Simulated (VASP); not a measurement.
# Si (Pm-3m) in VASP: notebook

The runs below take Si through single point, with PBEsol-based screened hybrid with 25 % exact exchange.

All numbers are computed with VASP 6.6.1; they aren't measurements. Logs are shortened: lines on timing, memory, paths and dates and some standing lists are left out, and cuts for length are marked.

## (1) The cell of the first run

Symmetry: Pm-3m, No. 221, cubic system. The conventional cell has a = 2.532 Å, b = 2.532 Å, c = 2.532 Å, α = 90.00°, β = 90.00°, γ = 90.00°. Within 3.3 Å of Si (site symmetry m-3m) lie 6 Si at 2.53 Å.

This isn't the form of Si at room conditions, which is diamond.

## (2) Single point, PBEsol-based screened hybrid with 25 % exact exchange

POSCAR reads:

```
Si
1.0
    2.5321100000      0.0000000000      0.0000000000
    0.0000000000      2.5321100000      0.0000000000
    0.0000000000      0.0000000000      2.5321100000
Si
1
Direct
    0.5000000000      0.5000000000      0.5000000000
```

INCAR.step1 reads:

```
ALGO = Normal
EDIFF = 1E-5
ENCUT = 520
GGA = PE
ISIF = 2
ISMEAR = -1
LASPH = T
LCHARG = F
LREAL = F
LWAVE = T
NBANDS = 8
NELM = 100
PREC = Accurate
SIGMA = 0.05
```

INCAR.step2 reads:

```
AEXX = 0.25
ALGO = Normal
EDIFF = 1E-6
ENCUT = 520
GGA = PS
HFSCREEN = 0.207
ISIF = 2
ISMEAR = -1
ISTART = 1
LASPH = T
LCHARG = F
LHFCALC = T
LREAL = F
LWAVE = F
NBANDS = 8
NELM = 100
PREC = Accurate
PRECFOCK = Normal
SIGMA = 0.05
```

KPOINTS reads:

```
k-points
0
Gamma
  5 5 5
```

Potentials or basis: VASP PAW PBE potentials, release 64 (Si).

On the command line:

```
> cat potpaw_PBE.64/Si/POTCAR > POTCAR
> cp INCAR.step1 INCAR
> mpirun -np 1 vasp_std > vasp.out
> cp INCAR.step2 INCAR
> mpirun -np 1 vasp_std > vasp.out
```

OUTCAR:

```text
AEXX = 0.25
   EDIFF = 1E-6
   ENCUT = 520
   GGA = PS
   HFSCREEN = 0.207
   ISIF = 2
   ISMEAR = -1
   ISTART = 1
   LASPH = T
   LHFCALC = T
   LREAL = F
   NELM = 100
   PREC = Accurate
   PRECFOCK = Normal

 ion  position               nearest neighbor table
   1  0.500  0.500  0.500-

  LATTYP: Found a simple cubic cell.
 ALAT       =     2.5321100000

  Lattice vectors:

 A1 = (   2.5321100000,   0.0000000000,   0.0000000000)
 A2 = (   0.0000000000,   2.5321100000,   0.0000000000)
 A3 = (   0.0000000000,   0.0000000000,   2.5321100000)

Analysis of symmetry for initial positions (statically):
=====================================================================
 Subroutine PRICEL returns:
 Original cell was already a primitive cell.

 Routine SETGRP: Setting up the symmetry group for a
 simple cubic supercell.

 Subroutine GETGRP returns: Found 48 space group operations
 (whereof 48 operations were pure point group operations)
 out of a pool of 48 trial point group operations.

The static configuration has the point symmetry O_h .

Analysis of symmetry for dynamics (positions and initial velocities):
=====================================================================
 Subroutine PRICEL returns:
 Original cell was already a primitive cell.

 Routine SETGRP: Setting up the symmetry group for a
 simple cubic supercell.

 Subroutine GETGRP returns: Found 48 space group operations
 (whereof 48 operations were pure point group operations)
 out of a pool of 48 trial point group operations.

The dynamic configuration has the point symmetry O_h .

 Subroutine INISYM returns: Found 48 space group operations
 (whereof 48 operations are pure point group operations),
 and found     1 'primitive' translations

----------------------------------------------------------------------------------------

                                     Primitive cell

  volume of cell :      16.2348

  direct lattice vectors                    reciprocal lattice vectors
     2.532110000  0.000000000  0.000000000     0.394927551  0.000000000  0.000000000
[... 73 lines left out ...]
   IBRION =     -1    ionic relax: 0-MD 1-quasi-New 2-CG
   NFREE  =      0    steps in history (QN), initial steepest desc. (CG)
   ISIF   =      2    stress and relaxation
   ISYM   =      3    0-nonsym 1-usesym 2-fastsym
   POTIM  = 0.5000    time-step for ionic-motion
   TEBEG  =    0.0;   TEEND  =   0.0 temperature during run
   PSTRESS=    0.0 pullay stress
   NELECT =       4.0000    total number of electrons
   NUPDOWN=      -1.0000    fix difference up-down
   EMIN   =  10.00;   EMAX   =-10.00  energy-range for DOS
   EFERMI =   0.00;   METHOD = LEGACY
   ISMEAR =    -1;   SIGMA  =   0.05  broadening in eV -4-tet -1-fermi 0-gaus
   EFERMI_NEDOS =   21; number of points for ismear=-14 and -15
   IALGO  =     38    algorithm
   IMIX   =      1    mixing-type and parameters
     AMIX     =   0.40;   BMIX     =  1.00
     AMIX_MAG =   1.60;   BMIX_MAG =  1.00
  volume/ion in A,a.u.               =      16.23       109.56
  Fermi-wavevector in a.u.,A,eV,Ry     =   1.026311  1.939446 14.331207  1.053314
  Thomas-Fermi vector in A             =   2.160197
   LORBIT       =      0    0 simple, 1 ext, 2 COOP (PROOUT), +10 PAW based schemes
   GGA     = PS    functional components
   LHFCALC =     T    Hartree Fock is set to
   PRECFOCK=normal    Normal, Fast or Accurate (Low or Medium for compatibility)
   ENCUT4O =  -1.0   cutoff for four orbital integrals eV
   NKREDX  =     1    reduce k-point grid by
   NKREDY  =     1    reduce k-point grid by
   NKREDZ  =     1    reduce k-point grid by
   AEXX    =    0.2500 exact exchange contribution
   HFSCREEN=    0.2070 screening length (either q_TF or 0.3 A-1)
   HFSCREENC=   0.2070 screening length for correlation (either q_TF or 0.3 A-1)
   ENCUTFOCK=  -1.0 apply spherical cutoff to Coloumb kernel
   IVDW    =     0    specifies the selected vdW correction
   LEPSILON=     F    determine dielectric tensor
   LRPA    =     F    only Hartree local field effects (RPA)
 non-spin polarized calculation
  energy-cutoff  :      520.00
  volume of cell :       16.23
 maximum number of plane-waves:       461
 NGX is ok and might be reduce to    20
  NGX = 16; NGY = 16; NGZ = 16

 number of electron       4.0000000 magnetization

 Free energy of the ion-electron system (eV)
  ---------------------------------------------------
  ext. energy  EPLUGINS =         0.00000000
  ---------------------------------------------------
  free energy    TOTEN  =        -6.09626021 eV

  energy without entropy =       -6.09293448  energy(sigma->0) =       -6.09459735

 E-fermi :   7.8177     XC(G=0):  -8.8080

 val. band max:        7.6608885966   @ k =   0.4000   0.4000   0.2000
 cond. band min:       8.5178765596   @ k =   0.4000   0.4000   0.4000
 fundamental gap:      0.8569879630
 Fermi energy:         7.8176626177

 k-point     1 :       0.0000    0.0000    0.0000
  band No.  band energies     occupation
      1      -6.7862      2.00000
      2      16.4737      0.00000
      3      16.4737      0.00000
      4      16.7211      0.00000
      5      16.7211      0.00000
      6      16.7211      0.00000
      7      24.6033      0.00000
      8      34.4594      0.00000
[... 89 lines left out ...]
 k-point    10 :       0.4000    0.4000    0.4000
  band No.  band energies     occupation
      1       4.6202      2.00000
      2       8.5179      0.00000
      3       8.5179      0.00000
      4      12.4568      0.00000
      5      15.4724      0.00000
      6      15.4724      0.00000
      7      16.4272      0.00000
      8      22.6328      0.00000

------------------------ aborting loop because EDIFF is reached ----------------------------------------

  FORCE on cell =-STRESS in cart. coord.  units (eV):
  Direction    XX          YY          ZZ          XY          YZ          ZX
  --------------------------------------------------------------------------------------
  -------------------------------------------------------------------------------------
  Total       -0.0164042     -0.0164042     -0.0164042     -0.0000000      0.0000000     -0.0000000
  in kB       -1.6188896     -1.6188896     -1.6188896     -0.0000000      0.0000000     -0.0000000
  external PRESSURE =      -1.6188896 kB  Pullay stress =       0.0000000 kB

 VOLUME and BASIS-vectors are now :
 -----------------------------------------------------------------------------
  energy-cutoff  :      520.00
  volume of cell :       16.23
      direct lattice vectors                 reciprocal lattice vectors
     2.532110000  0.000000000  0.000000000     0.394927551  0.000000000  0.000000000
     0.000000000  2.532110000  0.000000000     0.000000000  0.394927551  0.000000000
     0.000000000  0.000000000  2.532110000     0.000000000  0.000000000  0.394927551

 POSITION                                       TOTAL-FORCE (eV/Angst)
 -----------------------------------------------------------------------------------
      1.26605      1.26605      1.26605         0.000000      0.000000      0.000000
 -----------------------------------------------------------------------------------
    total drift:                               -0.000000     -0.000000      0.000000

  FREE ENERGIE OF THE ION-ELECTRON SYSTEM (eV)
  ---------------------------------------------------
  free  energy   TOTEN  =        -6.0962602128 eV

  energy  without entropy=       -6.0929344802  energy(sigma->0) =       -6.09459735
```

OUTCAR.step1:

```text
EDIFF = 1E-5
   ENCUT = 520
   GGA = PE
   ISIF = 2
   ISMEAR = -1
   LASPH = T
[... 308 lines left out ...]

 POSITION                                       TOTAL-FORCE (eV/Angst)
 -----------------------------------------------------------------------------------
      1.26605      1.26605      1.26605         0.000000      0.000000      0.000000
 -----------------------------------------------------------------------------------
    total drift:                                0.000000     -0.000000     -0.000000

  FREE ENERGIE OF THE ION-ELECTRON SYSTEM (eV)
  ---------------------------------------------------
  free  energy   TOTEN  =        -5.1107692323 eV

  energy  without entropy=       -5.1074411102  energy(sigma->0) =       -5.10910517
```

It took 14 s on 1 thread of Intel Xeon 6975P-C (Granite Rapids), shared host; peak memory 0.21 GiB.

What came out:

```yaml
Free_energy: -6.0963 eV
Pressure: -0.2 GPa
Band_gap_on_the_k_mesh: zero (bands 2 and 3 overlap by 9.66 eV)
```

Caveat: the k points lie up to 0.50 Å⁻¹ apart, too coarse for converged energies and pressures of a metal; the PAW data sets were made with another functional, which shifts forces and pressure a little.

## (3) Single point, PBEsol-based screened hybrid with 25 % exact exchange

POSCAR is that of step 2.

INCAR.step1 reads:

```
SYSTEM = Si
  PREC = Accurate
  ENCUT = 520
  EDIFF = 1E-5
  ISMEAR = -1
  SIGMA = 0.05
  LREAL = .False.
  LASPH = .True.
  NELM = 100
  ALGO = Normal
  ISIF = 2
  LWAVE = .True.
  LCHARG = .False.
  GGA = PE
  NBANDS = 8
```

INCAR.step2 reads:

```
SYSTEM = Si
  PREC = Accurate
  ENCUT = 520
  EDIFF = 1E-6
  ISMEAR = -1
  SIGMA = 0.05
  LREAL = .False.
  LASPH = .True.
  NELM = 100
  ALGO = Normal
  ISIF = 2
  LWAVE = .False.
  LCHARG = .False.
  GGA = PS
  LHFCALC = .True.
  AEXX = 0.25
  HFSCREEN = 0.207
  PRECFOCK = Normal
  ISTART = 1
  NBANDS = 8
```

KPOINTS reads:

```
Automatic mesh
0
Gamma
  5 5 5
  0 0 0
```

Potentials or basis: VASP PAW PBE potentials, release 64 (Si).

On the command line:

```
> cat potpaw_PBE.64/Si/POTCAR > POTCAR
> cp INCAR.step1 INCAR
> mpirun -np 1 vasp_std > vasp.out
> cp INCAR.step2 INCAR
> mpirun -np 1 vasp_std > vasp.out
```

It took 16 s on 1 thread of Intel Xeon 6975P-C (Granite Rapids), shared host; peak memory 0.21 GiB.

It converged, with:

```yaml
Free_energy: -6.0963 eV
Pressure: -0.2 GPa
Band_gap_on_the_k_mesh: zero (bands 2 and 3 overlap by 9.66 eV)
```

Levels at points of the mesh, in eV from the Fermi level:
| k point | band 1 | band 2 | band 3 | band 4 |
| --- | --- | --- | --- | --- |
| (0.00, 0.00, 0.00) | -14.60 | 8.66 | 8.66 | 8.90 |

Caveat: the k points lie up to 0.50 Å⁻¹ apart, too coarse for converged energies and pressures of a metal; the PAW data sets were made with another functional, which shifts forces and pressure a little.
